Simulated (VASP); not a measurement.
# FeSi (P2_13) in VASP: a series of runs, part 2 of 2

VASP 6.6.1. Earlier steps stand in the parts before.

### Step 4. Single point, PBE (10.34 Å³/atom)

This run uses another cell than the first one, of 10.34 Å³/atom.

Input file INCAR:

```
PREC = Accurate
ENCUT = 520
EDIFF = 1E-7
ISMEAR = 0
SIGMA = 0.01
LREAL = F
LASPH = T
NELM = 100
ALGO = Normal
ISIF = 2
LWAVE = F
LCHARG = T
GGA = PE
LELF = T
LVHAR = T
NBANDS = 34
```

Input file KPOINTS:

```
regular mesh
0
Gamma
  8 8 8
```

Input file POSCAR:

```
FeSi
1.0
    4.3571692870      0.0000000000      0.0000000000
    0.0000000000      4.3571692870      0.0000000000
    0.0000000000      0.0000000000      4.3571692870
Fe Si
4 4
Direct
    0.1385211768      0.1385211768      0.1385211768
    0.3614788232      0.8614788232      0.6385211768
    0.6385211768      0.3614788232      0.8614788232
    0.8614788232      0.6385211768      0.3614788232
    0.8418538074      0.8418538074      0.8418538074
    0.6581461926      0.1581461926      0.3418538074
    0.3418538074      0.6581461926      0.1581461926
    0.1581461926      0.3418538074      0.6581461926
```

Potentials or basis: VASP PAW PBE potentials, release 64 (Fe, Si).

Command:

```bash
> cat potpaw_PBE.64/Fe/POTCAR potpaw_PBE.64/Si/POTCAR > POTCAR
> mpirun -np 1 vasp_std > vasp.out
```

OUTCAR:

```text
PREC = Accurate
   ENCUT = 520
   EDIFF = 1E-7
   ISMEAR = 0
   LREAL = F
   LASPH = T
   NELM = 100
   ISIF = 2
   GGA = PE

 ion  position               nearest neighbor table
   1  0.139  0.139  0.139-   5 2.24   6 2.27   7 2.27   8 2.27   7 2.43   8 2.43   6 2.43   3 2.67
                             4 2.67   2 2.67   2 2.67   4 2.67   3 2.67
   2  0.361  0.861  0.639-   6 2.24   5 2.27   7 2.27   8 2.27   7 2.43   8 2.43   5 2.43   1 2.67
                             1 2.67   3 2.67   3 2.67   4 2.67   4 2.67
   3  0.639  0.361  0.861-   7 2.24   6 2.27   5 2.27   8 2.27   8 2.43   6 2.43   5 2.43   1 2.67
                             4 2.67   2 2.67   2 2.67   4 2.67   1 2.67
[... 1113 lines left out ...]
  external PRESSURE =     159.0372028 kB  Pullay stress =       0.0000000 kB

 VOLUME and BASIS-vectors are now :
 -----------------------------------------------------------------------------
  energy-cutoff  :      520.00
  volume of cell :       82.72
      direct lattice vectors                 reciprocal lattice vectors
     4.357169287  0.000000000  0.000000000     0.229506805  0.000000000  0.000000000
     0.000000000  4.357169287  0.000000000     0.000000000  0.229506805  0.000000000
     0.000000000  0.000000000  4.357169287     0.000000000  0.000000000  0.229506805

 POSITION                                       TOTAL-FORCE (eV/Angst)
 -----------------------------------------------------------------------------------
      0.60356      0.60356      0.60356         0.022483      0.022483      0.022483
      1.57502      3.75361      2.78214        -0.022483     -0.022483      0.022483
      2.78214      1.57502      3.75361         0.022483     -0.022483     -0.022483
      3.75361      2.78214      1.57502        -0.022483      0.022483     -0.022483
      3.66810      3.66810      3.66810        -0.000193     -0.000193     -0.000193
      2.86765      0.68907      1.48951         0.000193      0.000193     -0.000193
      1.48951      2.86765      0.68907        -0.000193      0.000193      0.000193
      0.68907      1.48951      2.86765         0.000193     -0.000193      0.000193
 -----------------------------------------------------------------------------------
    total drift:                               -0.000001     -0.000001     -0.000000

  FREE ENERGIE OF THE ION-ELECTRON SYSTEM (eV)
  ---------------------------------------------------
  free  energy   TOTEN  =       -58.5353496681 eV

  energy  without entropy=      -58.5353496681  energy(sigma->0) =      -58.53534967
```

OSZICAR:

```text
N       E                     dE             d eps       ncg     rms          rms(c)
DAV:   1     0.356803207763E+03    0.35680E+03   -0.19779E+04  3060   0.160E+03
DAV:   2    -0.348229626216E+02   -0.39163E+03   -0.37130E+03  3060   0.371E+02
DAV:   3    -0.647699738145E+02   -0.29947E+02   -0.27231E+02  3446   0.121E+02
DAV:   4    -0.662917618707E+02   -0.15218E+01   -0.14996E+01  4480   0.257E+01
DAV:   5    -0.663190205571E+02   -0.27259E-01   -0.27222E-01  4196   0.368E+00    0.344E+01
DAV:   6    -0.694982730586E+02   -0.31793E+01   -0.13543E+02  4610   0.141E+02    0.280E+01
DAV:   7    -0.588028054783E+02    0.10695E+02   -0.51886E+01  4344   0.101E+02    0.975E+00
DAV:   8    -0.586371514877E+02    0.16565E+00   -0.33911E+00  4334   0.128E+01    0.309E+00
DAV:   9    -0.585442151159E+02    0.92936E-01   -0.25485E-01  4856   0.557E+00    0.118E+00
DAV:  10    -0.585355586499E+02    0.86565E-02   -0.19894E-02  4544   0.112E+00    0.303E-01
DAV:  11    -0.585354245832E+02    0.13407E-03   -0.12836E-03  3996   0.334E-01    0.154E-01
DAV:  12    -0.585353516975E+02    0.72886E-04   -0.15203E-04  4458   0.111E-01    0.537E-02
DAV:  13    -0.585353523681E+02   -0.67054E-06   -0.56815E-05  4958   0.668E-02    0.378E-02
DAV:  14    -0.585353497499E+02    0.26182E-05   -0.15141E-05  4694   0.324E-02    0.744E-03
DAV:  15    -0.585353496681E+02    0.81817E-07   -0.69261E-07  3570   0.760E-03
   1 F= -.58535350E+02 E0= -.58535350E+02  d E =-.188330E-22
```

stdout:

```text
POSCAR found type information on POSCAR FeSi
 POSCAR found :  2 types and       8 ions
 scaLAPACK will be used
 LDA part: xc-table for (Slater+PW92), standard interpolation
 POSCAR, INCAR and KPOINTS ok, starting setup
 FFT: planning ... GRIDC
 FFT: planning ... GRID_SOFT
 FFT: planning ... GRID
 WAVECAR not read
 entering main loop
```

Wall time 2.6 min (1 thread of Intel Xeon 8259CL, shared host); peak memory 0.24 GiB.

Results:

- Free energy: -58.5353 eV
- Pressure: 15.9 GPa
- Largest force: 0.039 eV/Å
- Band gap on the k mesh: 0.16 eV (least direct gap 0.17 eV)

Forces on the atoms (eV/Å):
```
Fe   0.022  0.022  0.022
Fe  -0.022 -0.022  0.022
Fe   0.022 -0.022 -0.022
Fe  -0.022  0.022 -0.022
Si   0.000  0.000  0.000
Si   0.000  0.000  0.000
Si   0.000  0.000  0.000
Si   0.000  0.000  0.000
```

Levels at points of the mesh, in eV from the valence-band top:
| k point | band 21 | band 22 | band 23 | band 24 | band 25 | band 26 | band 27 | band 28 |
| --- | --- | --- | --- | --- | --- | --- | --- | --- |
| (0.00, 0.00, 0.00) | -0.32 | -0.32 | -0.06 | -0.06 | 0.72 | 0.72 | 0.72 | 3.33 |
| (0.50, 0.00, 0.00) | -0.43 | -0.43 | -0.01 | -0.01 | 0.20 | 0.20 | 1.85 | 1.85 |
| (0.50, 0.50, 0.00) | -1.10 | -1.10 | -0.40 | -0.40 | 0.68 | 0.68 | 1.42 | 1.42 |
| (0.50, 0.50, 0.50) | -0.75 | -0.75 | -0.75 | -0.75 | 0.53 | 0.53 | 0.53 | 0.53 |

Caveat: the cell stands under pressure. A k mesh can miss the band edges.

### Step 5. Single point, PBE (10.67 Å³/atom)

This run uses another cell than the first one, of 10.67 Å³/atom.

Input file INCAR:

```
SYSTEM = FeSi
PREC     = Accurate       ! precision mode
ENCUT    = 520            ! plane-wave cutoff, eV
EDIFF    = 1E-6           ! SCF threshold, eV
ISMEAR   = 0              ! smearing method
SIGMA    = 0.01           ! smearing width, eV
LREAL    = .False.        ! projectors in reciprocal space
LASPH    = .True.         ! aspherical terms in the spheres
NELM     = 100            ! most SCF steps
ALGO     = Normal         ! electronic algorithm
ISIF     = 2              ! what is computed and relaxed
LWAVE    = .False.        ! write WAVECAR
LCHARG   = .False.        ! write CHGCAR
GGA      = PE             ! functional
NBANDS   = 34             ! bands
```

Input file KPOINTS:

```
Automatic mesh
0
Gamma
  8 8 8
  0 0 0
```

Input file POSCAR:

```
FeSi
1.0
    4.4030375975      0.0000000000      0.0000000000
    0.0000000000      4.4030375975      0.0000000000
    0.0000000000      0.0000000000      4.4030375975
Fe Si
4 4
Direct
    0.1373215751      0.1373215751      0.1373215751
    0.3626784249      0.8626784249      0.6373215751
    0.6373215751      0.3626784249      0.8626784249
    0.8626784249      0.6373215751      0.3626784249
    0.8413173747      0.8413173747      0.8413173747
    0.6586826253      0.1586826253      0.3413173747
    0.3413173747      0.6586826253      0.1586826253
    0.1586826253      0.3413173747      0.6586826253
```

Command:

```bash
> cat potpaw_PBE.64/Fe/POTCAR potpaw_PBE.64/Si/POTCAR > POTCAR
> mpirun -np 1 vasp_std > vasp.out
```

Wall time 3.6 min (1 thread of Intel Xeon 8259CL, shared host); peak memory 0.26 GiB.

The run converged. Its results:

- Free energy: -58.7234 eV
- Pressure: 7.4 GPa
- Largest force: 0.038 eV/Å
- Band gap on the k mesh: 0.16 eV (least direct gap 0.17 eV)

Forces on the atoms (eV/Å):
```
Fe   0.022  0.022  0.022
Fe  -0.022 -0.022  0.022
Fe   0.022 -0.022 -0.022
Fe  -0.022  0.022 -0.022
Si   0.000  0.000  0.000
Si   0.000  0.000  0.000
Si   0.000  0.000  0.000
Si   0.000  0.000  0.000
```

Levels at points of the mesh, in eV from the valence-band top:
```
           k point  band 21  band 22  band 23  band 24  band 25  band 26  band 27  band 28
(0.00, 0.00, 0.00)    -0.30    -0.30    -0.05    -0.05     0.69     0.69     0.69     3.17
(0.50, 0.00, 0.00)    -0.40    -0.40    -0.01    -0.01     0.20     0.20     1.78     1.78
(0.50, 0.50, 0.00)    -1.06    -1.06    -0.38    -0.38     0.66     0.66     1.36     1.36
(0.50, 0.50, 0.50)    -0.71    -0.71    -0.71    -0.71     0.51     0.51     0.51     0.51
```

Caveat: the cell stands under pressure.

### Step 6. Single point, PBE

Input file INCAR:

```
SYSTEM = FeSi
PREC     = Accurate       ! precision mode
ENCUT    = 520            ! plane-wave cutoff, eV
EDIFF    = 1E-6           ! SCF threshold, eV
ISMEAR   = 0              ! smearing method
SIGMA    = 0.01           ! smearing width, eV
LREAL    = .FALSE.        ! projectors in reciprocal space
LASPH    = .TRUE.         ! aspherical terms in the spheres
NELM     = 60             ! most SCF steps
ALGO     = Normal         ! electronic algorithm
ISIF     = 2              ! what is computed and relaxed
LWAVE    = .FALSE.        ! write WAVECAR
LCHARG   = .TRUE.         ! write CHGCAR
GGA      = PE             ! functional
LELF     = .TRUE.         ! ELF
LVHAR    = .TRUE.       
NBANDS   = 34             ! bands
```

Input file KPOINTS:

```
regular mesh
0
G
  8 8 8
  0 0 0
```

Input file POSCAR:

```
FeSi
1.0
    4.4479696560      0.0000000000      0.0000000000
    0.0000000000      4.4479696560      0.0000000000
    0.0000000000      0.0000000000      4.4479696560
Fe Si
4 4
Direct
    0.1359900664      0.1359900664      0.1359900664
    0.3640099336      0.8640099336      0.6359900664
    0.6359900664      0.3640099336      0.8640099336
    0.8640099336      0.6359900664      0.3640099336
    0.8407102846      0.8407102846      0.8407102846
    0.6592897154      0.1592897154      0.3407102846
    0.3407102846      0.6592897154      0.1592897154
    0.1592897154      0.3407102846      0.6592897154
```

Potentials or basis: VASP PAW PBE potentials, release 64 (Fe, Si).

Command:

```bash
> cat potpaw_PBE.64/Fe/POTCAR potpaw_PBE.64/Si/POTCAR > POTCAR
> mpirun -np 1 vasp_std > vasp.out
```

It took 3.6 min on 1 thread of Intel Xeon 8259CL, shared host; peak memory 0.26 GiB.

The run converged. Its results:

* Free energy: -58.7821 eV
* Pressure: 0.2 GPa
* Largest force: 0.036 eV/Å
* Band gap on the k mesh: 0.16 eV (least direct gap 0.17 eV)

Forces on the atoms (eV/Å):
```
Fe   0.021  0.021  0.021
Fe  -0.021 -0.021  0.021
Fe   0.021 -0.021 -0.021
Fe  -0.021  0.021 -0.021
Si   0.002  0.002  0.002
Si  -0.002 -0.002  0.002
Si   0.002 -0.002 -0.002
Si  -0.002  0.002 -0.002
```

Levels at points of the mesh, in eV from the valence-band top:
| k point | band 20 | band 21 | band 22 | band 23 | band 24 | band 25 | band 26 | band 27 | band 28 | band 29 |
| --- | --- | --- | --- | --- | --- | --- | --- | --- | --- | --- |
| (0.00, 0.00, 0.00) | -0.28 | -0.28 | -0.28 | -0.04 | -0.04 | 0.66 | 0.66 | 0.66 | 3.03 | 3.03 |
| (0.50, 0.00, 0.00) | -1.24 | -0.38 | -0.38 | -0.01 | -0.01 | 0.20 | 0.20 | 1.72 | 1.72 | 2.22 |
| (0.50, 0.50, 0.00) | -1.26 | -1.01 | -1.01 | -0.36 | -0.36 | 0.64 | 0.64 | 1.30 | 1.30 | 2.70 |
| (0.50, 0.50, 0.50) | -0.73 | -0.67 | -0.67 | -0.67 | -0.67 | 0.50 | 0.50 | 0.50 | 0.50 | 5.64 |

A k mesh can miss the band edges. Spin polarisation is off, so any magnetic state and its effect on volume and gap are missing.

### Step 7. Overview

| cell | k mesh | smearing | gap on the mesh (eV) | pressure (GPa) | largest force (eV/Å) |
| --- | --- | --- | --- | --- | --- |
| a = 4.449 Å, 8 atoms, atomic positions A | 4 × 4 × 4 | gaussian 0.1 eV | 0.17 | 0.2 | 0.09 |
| a = 4.310 Å, 8 atoms, atomic positions B | 8 × 8 × 8 | gaussian 0.01 eV | 0.15 | 26.0 | 0.04 |
| a = 4.357 Å, 8 atoms, atomic positions C | 8 × 8 × 8 | gaussian 0.01 eV | 0.16 | 15.9 | 0.04 |
| a = 4.403 Å, 8 atoms, atomic positions D | 8 × 8 × 8 | gaussian 0.01 eV | 0.16 | 7.4 | 0.04 |
| a = 4.448 Å, 8 atoms, atomic positions E | 8 × 8 × 8 | gaussian 0.01 eV | 0.16 | 0.2 | 0.04 |

Alike in all rows: task single point; level PBE; potentials or basis VASP PAW PBE potentials, release 64 (Fe, Si); no spin polarisation; cutoff (eV) 520.

Caveats: the cell stands under pressure (at least some runs).

Absolute energies hang on the potentials; compare differences alone.
